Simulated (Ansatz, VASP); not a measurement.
One calculation of Na, two programs

```
Na
1.0
     3.39540    0.00000    0.00000
     0.00000    3.39540    0.00000
     0.00000    0.00000    3.39540
Na
1
Cartesian
  0.0000 0.0000 0.0000
```

Alike in both runs: task relaxation of cell and atoms; functional PBEsol; k mesh 12 × 12 × 12; occupations fermi-dirac, width 0.08 eV; no spin polarisation.

```csv
,VASP,Ansatz
version,VASP 6.6.1,Ansatz 0.2.0
potentials or method,"VASP PAW PBE potentials, release 64 (Na_pv)","PAW with Ansatz's default frozen-core files, scalar-relativistic"
plane-wave cutoff (eV),600,420
valence electrons in the cell,7,9
```

Ansatz gave:

```
relaxed volume (Å³/atom)                                                      : 39.14
relaxed length of the cell vector where the two differ most in proportion (Å) : 3.395
```

**Question.** Which values does VASP return?

**Answer.** Relaxed volume (Å³/atom): 39.05; relaxed length of the cell vector where the two differ most in proportion (Å): 3.393.

VASP's potentials were made for PBE, not for PBEsol. VASP's potentials hold 7 valence electrons a cell and Ansatz's 9, so a difference there can come from the potentials and not from the codes.
